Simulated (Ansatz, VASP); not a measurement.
## One calculation of SiO2, two programs

Contents of INCAR:

```
ALGO     = Normal         # electronic algorithm
EDIFF    = 1E-7           # SCF threshold, eV
ENCUT    = 520            # plane-wave cutoff, eV
GGA      = PE             # functional
ISIF     = 2              # what is computed and relaxed
ISMEAR   = 0              # smearing method
LASPH    = True           # aspherical terms in the spheres
LCHARG   = True           # write CHGCAR
LELF     = True           # ELF
LREAL    = False          # projectors in reciprocal space
LVHAR    = True         
LWAVE    = False          # write WAVECAR
NBANDS   = 25             # bands
NELM     = 60             # most SCF steps
PREC     = Accurate       # precision mode
SIGMA    = 0.05           # smearing width, eV
```

Contents of KPOINTS:

```
k-points
0
Gamma
  6 6 8
```

The input POSCAR:

```
SiO2
1.0
    4.2358788266      0.0000000000      0.0000000000
    0.0000000000      4.0380632854      0.0000000000
    0.0000000000      0.0000000000      2.6897743046
Si O
2 4
Direct
    0.5000000000      0.5000000000      0.5000000000
    0.0000000000      0.0000000000      0.0000000000
    0.6557534092      0.7302721762      0.0000000000
    0.1557534092      0.7697278238      0.5000000000
    0.3442465908      0.2697278238      0.0000000000
    0.8442465908      0.2302721762      0.5000000000
```

Input for Ansatz:

```yaml
crystal:
  lattice:
    - [4.2358788266, 0.0, 0.0]
    - [0.0, 4.0380632854, 0.0]
    - [0.0, 0.0, 2.6897743046]
  atoms:
    - { symbol: Si, position: [0.5, 0.5, 0.5] }
    - { symbol: Si, position: [0.0, 0.0, 0.0] }
    - { symbol: O, position: [0.6557534092, 0.7302721762, 0.0] }
    - { symbol: O, position: [0.1557534092, 0.7697278238, 0.5] }
    - { symbol: O, position: [0.3442465908, 0.2697278238, 0.0] }
    - { symbol: O, position: [0.8442465908, 0.2302721762, 0.5] }
basis:
  ecutwfc: 520.0
kpoints:
  mp_grid: { grid: [6, 6, 8] }
hamiltonian:
  xc: pbe
  pseudopotentials: { kind: paw, azcp: { folder: soft_1 } }
scf:
  occupations: { method: gaussian, width: 0.05 }
output:
  forces: true
  stress: true
  eigenvalues: true
```

Change from the starting cell: mode 4 frozen in at -0.223 Å, normal strain along y -0.0467.

Alike in both runs: task single point; functional PBE; k mesh 6 × 6 × 8; occupations gaussian, width 0.05 eV; no spin polarisation.

|  | VASP | Ansatz |
| --- | --- | --- |
| version | VASP 6.6.1 | Ansatz 0.2.0 |
| potentials or method | VASP PAW PBE potentials, release 64 (Si, O), cutoff 520 eV | scalar-relativistic, plane waves, PAW |
| valence electrons in the cell | 32 | 32 |

|  | VASP | Ansatz | Ansatz less VASP |
| --- | --- | --- | --- |
| gap on the k mesh at the Fermi level (eV) | 6.09 | 6.11 | +0.021 |
| least direct gap on the mesh (eV) | 6.12 | 6.15 | +0.024 |
| pressure (GPa) | 11.0 | 10.7 | -0.29 |
| traceless stress, the component that is largest in VASP (GPa) | -7.01 | -7.51 | -0.496 |
| rms of the force components (eV/Å) | 0.400 | 0.393 | -0.0068 |

Atom by atom the forces differ by 0.009 eV/Å (rms over components). The functional is the same, so the differences come from potentials, cutoffs and numerics.
